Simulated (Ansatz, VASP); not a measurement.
**Si3N4: VASP beside Ansatz**

```xyz
14
Lattice="7.6170 0.0000 0.0000 -3.8085 6.5965 0.0000 0.0000 0.0000 2.8551" Properties=species:S:1:pos:R:3 pbc="T T T"
Si   -1.5966    5.0578    0.7138
Si    2.4385    1.1462    2.1413
Si    0.2266    2.6849    0.7138
Si    5.4051    1.5387    2.1413
Si    1.3700    5.4503    0.7138
Si    3.5819    3.9116    2.1413
N     0.0000    4.3977    0.7138
N     3.8085    2.1988    2.1413
N     2.4047    0.1829    0.7138
N     1.0439    2.1740    2.1413
N     6.2563    1.9911    0.7138
N     1.4038    6.4136    2.1413
N     2.7646    4.4225    0.7138
N    -2.4478    4.6054    2.1413
```

Change from the starting cell: z stretched by -2 %, ions relaxed.

Alike in both runs: functional PBE; k mesh 4 × 4 × 9; occupations fermi-dirac, width 0.02 eV; no spin polarisation.

Ansatz relaxed the structure, and its values are those at the end. VASP's run is a single point on that final structure, the one shown.

|  | VASP | Ansatz |
| --- | --- | --- |
| version | VASP 6.6.1 | Ansatz 0.2.0 |
| potentials or method | VASP PAW PBE potentials, release 64 (Si, N) | plane-wave PAW, scalar-relativistic |
| plane-wave cutoff (eV) | 520 | 420 |
| valence electrons in the cell | 64 | 64 |

```csv
,VASP,Ansatz,Ansatz less VASP
gap on the k mesh at the Fermi level (eV),4.59,4.60,+0.008
pressure (GPa),9.2,9.5,+0.30
rms of the force components (eV/Å),0.003,0.002,-0.0017
```

With one functional, cell and mesh, what is left measures potentials, basis and numerics. Ansatz's warnings: stress scf threshold loose.
